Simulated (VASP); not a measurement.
# Zr in VASP: relaxation of the atoms with LDA

Aim: the relaxation of the atoms of Zr with LDA.

Everything below comes from runs of VASP 6.6.1. Logs are shortened: lines on timing, memory, paths and dates and some standing lists are left out, and cuts for length are marked.

## 1. The cell of the first run

The cell holds a slab with vacuum, 3 atoms: a = 3.123 Å, b = 3.123 Å, c = 18.417 Å, α = 90.00°, β = 90.00°, γ = 90.00°.

## 2. Relaxation of the atoms, LDA

File INCAR:

```
PREC = Accurate
ENCUT = 520
EDIFF = 1E-7
ISMEAR = 0
SIGMA = 0.1
LREAL = F
LASPH = T
NELM = 80
ALGO = Normal
ISIF = 2
LWAVE = F
LCHARG = F
LDIPOL = T
IDIPOL = 3
DIPOL = 0.5 0.5 0.500
IBRION = 2
NSW = 70
EDIFFG = -0.03
```

File KPOINTS:

```
Automatic mesh
0
Gamma
  9 9 1
```

File POSCAR:

```
Zr
1.0
    3.1232946755      0.0000000000      0.0000000000
    0.0000000000      3.1232946755      0.0000000000
    0.0000000000      0.0000000000     18.4170056894
Zr
3
Selective dynamics
Direct
    0.5000000000      0.5000000000      0.3800835010  F F F
    0.0000000000      0.0000000000      0.5000000000  T T T
    0.5000000000      0.5000000000      0.6199164990  T T T
```

Potentials or basis: VASP PAW LDA potentials, release 64 (Zr_sv).

Started as:

```sh
$ cat potpaw_LDA.64/Zr_sv/POTCAR > POTCAR
$ mpirun -np 1 vasp_std > vasp.out
```

OUTCAR:

```text
PREC = Accurate
   ENCUT = 520
   EDIFF = 1E-7
   ISMEAR = 0
   LREAL = F
   LASPH = T
   NELM = 80
   ISIF = 2
   IBRION = 2
   NSW = 70
   EDIFFG = -0.03

 ion  position               nearest neighbor table
   1  0.500  0.500  0.380-   2 3.12   2 3.12   2 3.12   2 3.12
   2  0.000  0.000  0.500-   1 3.12   3 3.12   1 3.12   3 3.12   1 3.12   3 3.12   1 3.12   3 3.12

   3  0.500  0.500  0.620-   2 3.12   2 3.12   2 3.12   2 3.12

  LATTYP: Found a simple tetragonal cell.
 ALAT       =     3.1232946755
 C/A-ratio  =     5.8966596504

  Lattice vectors:

 A1 = (   3.1232946755,   0.0000000000,   0.0000000000)
 A2 = (   0.0000000000,   3.1232946755,   0.0000000000)
 A3 = (   0.0000000000,   0.0000000000,  18.4170056894)

Analysis of symmetry for initial positions (statically):
=====================================================================
 Subroutine PRICEL returns:
 Original cell was already a primitive cell.

 Routine SETGRP: Setting up the symmetry group for a
 simple tetragonal supercell.

 Subroutine GETGRP returns: Found 16 space group operations
 (whereof 16 operations were pure point group operations)
 out of a pool of 16 trial point group operations.

The static configuration has the point symmetry D_4h.

Analysis of symmetry for dynamics (positions and initial velocities):
=====================================================================
 Subroutine PRICEL returns:
 Original cell was already a primitive cell.

 Routine SETGRP: Setting up the symmetry group for a
 simple tetragonal supercell.

 Subroutine GETGRP returns: Found 16 space group operations
 (whereof 16 operations were pure point group operations)
 out of a pool of 16 trial point group operations.

The dynamic configuration has the point symmetry D_4h.

Analysis of constrained symmetry for selective dynamics:
=====================================================================
 Subroutine PRICEL returns:
 Original cell was already a primitive cell.

 Routine SETGRP: Setting up the symmetry group for a
 simple tetragonal supercell.

 Subroutine GETGRP returns: Found  8 space group operations
 (whereof  8 operations were pure point group operations)
 out of a pool of 16 trial point group operations.

The constrained configuration has the point symmetry C_4v.

 Subroutine INISYM returns: Found  8 space group operations
 (whereof  8 operations are pure point group operations),
 and found     1 'primitive' translations

----------------------------------------------------------------------------------------

                                     Primitive cell

  volume of cell :     179.6573

  direct lattice vectors                    reciprocal lattice vectors
     3.123294675  0.000000000  0.000000000     0.320174721  0.000000000  0.000000000
     0.000000000  3.123294675  0.000000000     0.000000000  0.320174721  0.000000000
     0.000000000  0.000000000 18.417005689     0.000000000  0.000000000  0.054297643

  length of vectors
     3.123294675  3.123294675 18.417005689     0.320174721  0.320174721  0.054297643

  position of ions in fractional coordinates (direct lattice)
     0.500000000  0.500000000  0.380083501
     0.000000000  0.000000000  0.500000000
     0.500000000  0.500000000  0.619916499

  ion indices of the primitive-cell ions
   primitive index   ion index
                 1           1
                 2           2
                 3           3

----------------------------------------------------------------------------------------

 KPOINTS: Automatic mesh

Automatic generation of k-mesh.
 Grid dimensions read from file:
 generate k-points for:    9    9    1

 Generating k-lattice:

  Cartesian coordinates                     Fractional coordinates (reciprocal lattice)
     0.035574969  0.000000000  0.000000000     0.111111111  0.000000000  0.000000000
     0.000000000  0.035574969  0.000000000     0.000000000  0.111111111  0.000000000
     0.000000000  0.000000000  0.054297643     0.000000000  0.000000000  1.000000000

  Length of vectors
     0.035574969  0.035574969  0.054297643

  Shift w.r.t. Gamma in fractional coordinates (k-lattice)
     0.000000000  0.000000000  0.000000000

 Subroutine IBZKPT returns following result:
 ===========================================

 Found     15 irreducible k-points:

 Following reciprocal coordinates:
            Coordinates               Weight
  0.000000  0.000000  0.000000      1.000000
  0.111111  0.000000  0.000000      4.000000
  0.222222  0.000000  0.000000      4.000000
  0.333333  0.000000  0.000000      4.000000
  0.444444  0.000000  0.000000      4.000000
  0.111111  0.111111  0.000000      4.000000
  0.222222  0.111111  0.000000      8.000000
  0.333333  0.111111  0.000000      8.000000
  0.444444  0.111111  0.000000      8.000000
  0.222222  0.222222  0.000000      4.000000
  0.333333  0.222222  0.000000      8.000000
  0.444444  0.222222  0.000000      8.000000
  0.333333  0.333333  0.000000      4.000000
  0.444444  0.333333  0.000000      8.000000
  0.444444  0.444444  0.000000      4.000000
   k-points           NKPTS =     15   k-points in BZ     NKDIM =     15   number of bands    NBANDS=     22
   number of dos      NEDOS =    301   number of ions     NIONS =      3
   total plane-waves  NPLWV =  80640
   dimension x,y,z NGX =    24 NGY =   24 NGZ =  140
   dimension x,y,z NGXF=    48 NGYF=   48 NGZF=  280
   ions per type =               3
   NGX,Y,Z   is equivalent  to a cutoff of  12.77, 12.77, 12.64 a.u.
   NGXF,Y,Z  is equivalent  to a cutoff of  25.55, 25.55, 25.27 a.u.
 SYSTEM =  unknown system
   PREC   = accura    normal or accurate (medium, high low for compatibility)
   ISTART =      0    job   : 0-new  1-cont  2-samecut
   ICHARG =      2    charge: 1-file 2-atom 10-const
   ISPIN  =      1    spin polarized calculation?
   LNONCOLLINEAR =      F non collinear calculations
   LSORBIT =      F    spin-orbit coupling
   LASPH  =      T    aspherical Exc in radial PAW
   ENCUT  =  520.0 eV  38.22 Ry    6.18 a.u.   5.81  5.81 34.24*2*pi/ulx,y,z
   NELM   =     80;   NELMIN=  2; NELMDL= -5     # of ELM steps
   EDIFF  = 0.1E-06   stopping-criterion for ELM
   LREAL  =      F    real-space projection
   EDIFFG = -.3E-01   stopping-criterion for IOM
   NSW    =     70    number of steps for IOM
   IBRION =      2    ionic relax: 0-MD 1-quasi-New 2-CG
   NFREE  =      1    steps in history (QN), initial steepest desc. (CG)
   ISIF   =      2    stress and relaxation
   ISYM   =      2    0-nonsym 1-usesym 2-fastsym
   POTIM  = 0.5000    time-step for ionic-motion
   TEBEG  =    0.0;   TEEND  =   0.0 temperature during run
   PSTRESS=    0.0 pullay stress
   NELECT =      36.0000    total number of electrons
   NUPDOWN=      -1.0000    fix difference up-down
   EMIN   =  10.00;   EMAX   =-10.00  energy-range for DOS
   EFERMI =   0.00;   METHOD = LEGACY
   ISMEAR =     0;   SIGMA  =   0.10  broadening in eV -4-tet -1-fermi 0-gaus
   EFERMI_NEDOS =   21; number of points for ismear=-14 and -15
   IALGO  =     38    algorithm
   IMIX   =      4    mixing-type and parameters
     AMIX     =   0.40;   BMIX     =  1.00
     AMIX_MAG =   1.60;   BMIX_MAG =  1.00
  volume/ion in A,a.u.               =      59.89       404.13
  Fermi-wavevector in a.u.,A,eV,Ry     =   0.957989  1.810337 12.486660  0.917744
  Thomas-Fermi vector in A             =   2.087057
   LORBIT       =      0    0 simple, 1 ext, 2 COOP (PROOUT), +10 PAW based schemes
   GGA     = CA    functional components
   LHFCALC =     F    Hartree Fock is set to
   AEXX    =    0.0000 exact exchange contribution
   IVDW    =     0    specifies the selected vdW correction
   LEPSILON=     F    determine dielectric tensor
   LRPA    =     F    only Hartree local field effects (RPA)
 conjugate gradient relaxation of ions
 non-spin polarized calculation
 Gauss-broadening in eV      SIGMA  =   0.10
  energy-cutoff  :      520.00
  volume of cell :      179.66
 maximum number of plane-waves:      4864
 NGX is ok and might be reduce to    24
   NGX = 11   NGY = 11   NGZ = 69

--------------------------------------- Ionic step        1  -------------------------------------------

 number of electron      36.0000001 magnetization

 Free energy of the ion-electron system (eV)
  ---------------------------------------------------
  ext. energy  EPLUGINS =         0.00000000
  ---------------------------------------------------
  free energy    TOTEN  =       -25.73340793 eV

  energy without entropy =      -25.70314678  energy(sigma->0) =      -25.71827735

------------------------ aborting loop because EDIFF is reached ----------------------------------------

  FORCE on cell =-STRESS in cart. coord.  units (eV):
  Direction    XX          YY          ZZ          XY          YZ          ZX
  --------------------------------------------------------------------------------------
  -------------------------------------------------------------------------------------
  Total       -3.5311777     -3.5311777     -2.0708069      0.0000000      0.0000000      0.0000000
  in kB      -31.4909102    -31.4909102    -18.4673780      0.0000000      0.0000000      0.0000000
  external PRESSURE =     -27.1497328 kB  Pullay stress =       0.0000000 kB
[... 240 lines left out ...]
  FREE ENERGIE OF THE ION-ELECTRON SYSTEM (eV)
  ---------------------------------------------------
  free  energy   TOTEN  =       -25.7722825907 eV

  energy  without entropy=      -25.7439909397  energy(sigma->0) =      -25.75813677

 dipolmoment           0.000000      0.000000      0.000101 electrons x Angstroem

--------------------------------------- Ionic step        8  -------------------------------------------

 number of electron      36.0000001 magnetization

 dipolmoment           0.000000      0.000000     -0.000009 electrons x Angstroem

 Free energy of the ion-electron system (eV)
  ---------------------------------------------------
  ext. energy  EPLUGINS =         0.00000000
  ---------------------------------------------------
  free energy    TOTEN  =       -25.78813413 eV

  energy without entropy =      -25.75853767  energy(sigma->0) =      -25.77333590

 E-fermi :   0.9980     XC(G=0):  -5.3614

 val. band max:        0.9718590497   @ k =   0.1111   0.0000   0.0000
 cond. band min:       1.0185183884   @ k =   0.3333   0.1111   0.0000
 fundamental gap:      0.0466593387
 Fermi energy:         0.9979703057

 k-point     1 :       0.0000    0.0000    0.0000
  band No.  band energies     occupation
      1     -47.5874      2.00000
      2     -47.5621      2.00000
      3     -46.9801      2.00000
      4     -26.0918      2.00000
      5     -25.8570      2.00000
      6     -25.4546      2.00000
[... 364 lines left out ...]
     21       3.6869      0.00000
     22       3.8092      0.00000

------------------------ aborting loop because EDIFF is reached ----------------------------------------

 vacuum level on the upper side and lower side of the slab       (xc-potential included)        -0.208        -0.225

  FORCE on cell =-STRESS in cart. coord.  units (eV):
  Direction    XX          YY          ZZ          XY          YZ          ZX
  --------------------------------------------------------------------------------------
  -------------------------------------------------------------------------------------
  Total       -1.9309422     -1.9309422     -0.0967945      0.0000000      0.0000000      0.0000000
  in kB      -17.2200700    -17.2200700     -0.8632095      0.0000000      0.0000000      0.0000000
  external PRESSURE =     -11.7677832 kB  Pullay stress =       0.0000000 kB
[... 18 lines left out ...]
  FREE ENERGIE OF THE ION-ELECTRON SYSTEM (eV)
  ---------------------------------------------------
  free  energy   TOTEN  =       -25.7881341347 eV

  energy  without entropy=      -25.7585376743  energy(sigma->0) =      -25.77333590

 reached required accuracy - stopping structural energy minimisation

 vacuum level on the upper side and lower side of the slab         4.868         4.852
```

Wall time 3.4 min (1 thread of Intel Xeon 6975P-C (Granite Rapids), shared host); peak memory 0.23 GiB.

Results:

```
Free energy               : -25.7881 eV
Energy gained by relaxing : 18.2 meV/atom
Ionic steps               : 8
Band gap on the k mesh    : zero (bands 18 and 19 overlap by 0.33 eV)
```

Step by step:
| step | energy change (eV) | largest force on free atoms (eV/Å) | pressure (GPa) |
| --- | --- | --- | --- |
| 1 | 0.0000 | 0.4633 | -2.71 |
| 2 | -0.0094 | 0.3783 | -2.57 |
| 3 | -0.0256 | 0.3563 | -2.10 |
| 4 | -0.0267 | 0.4652 | -1.93 |
| 5 | -0.0351 | 0.3934 | -1.81 |
| 6 | -0.0517 | 0.1514 | -1.42 |
| 7 | -0.0389 | 0.4570 | -0.53 |
| 8 | -0.0547 | 0.0200 | -1.18 |

Final structure:
```yaml
crystal:
  lattice:
    - [3.12329, 0.00000, 0.00000]
    - [0.00000, 3.12329, 0.00000]
    - [0.00000, 0.00000, 18.41701]
  atoms:
    - { symbol: Zr, position: [0.50000, 0.50000, 0.38008] }
    - { symbol: Zr, position: [0.00000, 0.00000, 0.49377] }
    - { symbol: Zr, position: [0.50000, 0.50000, 0.60752] }
```
